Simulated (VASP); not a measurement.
A run of VASP 6.6.1 is set up as follows.

The input INCAR:

```
SYSTEM = AgCl
  PREC = Accurate
  ENCUT = 520
  EDIFF = 1E-6
  ISMEAR = 0
  SIGMA = 0.05
  LREAL = .FALSE.
  LASPH = .TRUE.
  NELM = 100
  ALGO = Normal
  ISIF = 2
  LWAVE = .FALSE.
  LCHARG = .FALSE.
  GGA = PS
  NBANDS = 16
```

File KPOINTS:

```
Automatic mesh
0
G
  12 12 12
  0 0 0
```

The input POSCAR:

```
AgCl
1.0
    3.2719237599      0.0588001618      0.0588001618
    0.0588001618      3.2719237599      0.0588001618
    0.0588001618      0.0588001618      3.2719237599
Ag Cl
1 1
Direct
    0.0000000000      0.0000000000      0.0000000000
    0.5000000000      0.5000000000      0.5000000000
```

Potentials or basis: VASP PAW PBE potentials, release 64 (Ag, Cl).

Run with:

```bash
$ cat potpaw_PBE.64/Ag/POTCAR potpaw_PBE.64/Cl/POTCAR > POTCAR
$ mpirun -np 1 vasp_std > vasp.out
```

(1) Estimate the band gap on the k mesh.

(2) What does it give for the pressure?

## Answers

(1) 0.38 eV, indirect (least direct gap 2.38 eV).

(2) 4.1 GPa.

Caveat: the PAW data sets were made with another functional, which shifts forces and pressure a little.
